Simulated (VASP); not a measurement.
Input of a VASP 6.6.1 run:

INCAR

```
PREC = Accurate
ENCUT = 520
EDIFF = 1E-6
ISMEAR = 0
SIGMA = 0.1
LREAL = F
LASPH = T
NELM = 100
ALGO = Normal
ISIF = 2
LWAVE = F
LCHARG = T
GGA = PS
LELF = T
LVHAR = T
NBANDS = 58
```

File KPOINTS:

```
regular mesh
0
Gamma
  8 10 6
```

File POSCAR:

```
NiGe
1.0
    5.2132549959      0.0000000000      0.0000000000
    0.0000000000      3.3882784304      0.0000000000
    0.0000000000      0.0000000000      5.5797608420
Ni Ge
4 4
Direct
    0.9901373710      0.7500000000      0.1854121330
    0.0098626290      0.2500000000      0.8145878670
    0.5098626290      0.2500000000      0.6854121330
    0.4901373710      0.7500000000      0.3145878670
    0.8155673401      0.7500000000      0.5902458577
    0.1844326599      0.2500000000      0.4097541423
    0.6844326599      0.2500000000      0.0902458577
    0.3155673401      0.7500000000      0.9097541423
```

Potentials or basis: VASP PAW PBE potentials, release 64 (Ni, Ge_d).

Launch:

```bash
$ cat potpaw_PBE.64/Ni/POTCAR potpaw_PBE.64/Ge_d/POTCAR > POTCAR
$ mpirun -np 1 vasp_std > vasp.out
```

(1) Estimate the band gap on the k mesh.

(2) What does it give for the largest force?

Answers

(1) zero (bands 48 and 49 overlap by 1.68 eV).

(2) 0.007 eV/Å.

Caveat: the PAW data sets were made with another functional, which shifts forces and pressure a little.
